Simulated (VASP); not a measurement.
Crystal: KF.

```
K F
1.0
     3.34576    0.00000    0.00000
     0.00000    3.34576    0.00000
     0.00000    0.00000    3.17887
K F
1 1
Cartesian
  0.0000 0.0000 0.0000
  1.6729 1.6729 1.5894
```

This cell differs from its parent crystal: biaxial xy strain +5.2%.

Base run:

- Program: VASP 6.6.1
- Functional: r2SCAN
- Potentials or basis: VASP PAW PBE potentials, release 64 (K_sv, F)
- Cutoff: 520 eV
- k mesh: 8 × 8 × 8
- Occupations: gaussian, width 0.01 eV
- Spin: no spin polarisation

Its results: band gap on the k mesh 6.82 eV (least direct gap 6.87 eV); pressure -3.4 GPa.

The run is repeated on the same cell with these changes: functional from r2SCAN to PBE; occupations from gaussian, width 0.01 eV to fermi-dirac, width 0.02 eV. What comes out?

Band gap on the k mesh 5.94 eV (least direct gap 5.99 eV); pressure -0.9 GPa.

Caveats: the cell stands under tension (at least some runs); the PAW data sets were made with another functional, which shifts forces and pressure a little (at least some runs).

A k mesh can miss the band edges.
